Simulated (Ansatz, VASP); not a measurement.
One calculation of C, two programs

```
CELL_PARAMETERS angstrom
4.91738 0.00000 0.00000
-2.45869 4.25857 0.00000
0.00000 0.00000 21.88218
ATOMIC_POSITIONS crystal
C 0.83331 0.99995 0.69392
C 0.83331 0.50003 0.69392
C 0.33333 0.00000 0.69380
C 0.33339 0.50003 0.69392
C 0.99995 0.83331 0.69392
C 0.00000 0.33333 0.69380
C 0.50003 0.83331 0.69392
C 0.50003 0.33339 0.69392
```

Alike in both runs: task single point; functional PBEsol; k mesh 9 × 9 × 1; occupations gaussian, width 0.04 eV; no spin polarisation.

```csv
,VASP,Ansatz
version,VASP 6.6.1,Ansatz 0.2.0
potentials or method,"VASP PAW PBE potentials, release 64 (C), cutoff 520 eV","scalar-relativistic, plane waves, PAW"
valence electrons in the cell,32,32
```

```csv
,VASP,Ansatz,Ansatz less VASP
gap on the k mesh at the Fermi level (eV),none,none,-
rms of the force components (eV/Å),0.014,0.014,0.0000
```

VASP's potentials were made for PBE, not for PBEsol, and Ansatz warns of the same on its side. Atom by atom the forces differ by 0.000 eV/Å (rms over components). A gap of «none» marks a metal or a gap that the smearing closes. With one functional, cell and mesh, what is left measures potentials, basis and numerics. Ansatz's warnings: structure snapped to symmetry, xc potential rough in thin density.
